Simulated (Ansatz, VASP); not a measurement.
One calculation of GaH3, two programs

```
Ga H
1.0
     4.81956    0.00000    0.00000
    -2.40978    4.17386    0.00000
     0.00000    0.00000    3.02837
Ga H
2 6
Direct
  0.66667 0.33333 0.25000
  0.33333 0.66667 0.75000
  0.18189 0.36379 0.25000
  0.18189 0.81811 0.25000
  0.63621 0.81811 0.25000
  0.36379 0.18189 0.75000
  0.81811 0.18189 0.75000
  0.81811 0.63621 0.75000
```

Change from the starting cell: species swapped into the La3Mg type (P6_3/mmc, No. 194).

Alike in both runs: functional PBE; k mesh 6 × 6 × 4; occupations gaussian, width 0.1 eV; no spin polarisation.

Ansatz relaxed the structure, and its values are those at the end. VASP's run is a single point on that final structure, the one shown.

```csv
,VASP,Ansatz
version,VASP 6.6.1,Ansatz 0.2.0
potentials or method,"VASP PAW PBE potentials, release 64 (Ga_d, H), cutoff 520 eV","scalar-relativistic, plane waves, PAW"
valence electrons in the cell,32,32
```

```tsv
	VASP	Ansatz	Ansatz less VASP
gap on the k mesh at the Fermi level (eV)	none	none	-
pressure (GPa)	-0.2	-0.1	+0.07
```

A gap of «none» marks a metal or a gap that the smearing closes.

The k mesh is coarse, so the values compare programs but aren't converged.
